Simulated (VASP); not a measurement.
## ZrC: single point with PBEsol

ZrC:

```
Zr C
1.0
     3.27337    0.00000    0.00000
     0.00000    3.27337    0.00000
     1.63669    1.63669    2.35865
Zr C
1 1
Direct
  0.00000 0.00000 0.00000
  0.50000 0.50000 0.00000
```

* Program: VASP 6.6.1
* Task: single point
* Functional: PBEsol
* Potentials or basis: VASP PAW PBE potentials, release 64 (Zr_sv, C)
* Cutoff: 520 eV
* k mesh: 11 × 11 × 15
* Occupations: gaussian, width 0.1 eV
* Spin: no spin polarisation

- Pressure: 2.2 GPa
- Band gap on the k mesh: zero (band 8 reaches 10.80 eV, above the bottom of band 9 at 9.43 eV)

Stress tensor (GPa, compression positive):
```
 4.71 -0.08  0.05
-0.08  4.71  0.05
 0.05  0.05 -2.87
```

Levels at points of the mesh, in eV from the Fermi level:
```csv
k point,band 6,band 7,band 8,band 9,band 10,band 11
"(0.00, 0.00, 0.00)",0.86,0.91,0.96,0.96,1.10,1.10
```

It took 4 min on 1 thread of Intel(R) Xeon(R) 6975P-C (Granite Rapids) (shared host), peak memory 0.43 GiB.

Caveat: the PAW data sets were made with another functional, which shifts forces and pressure a little.
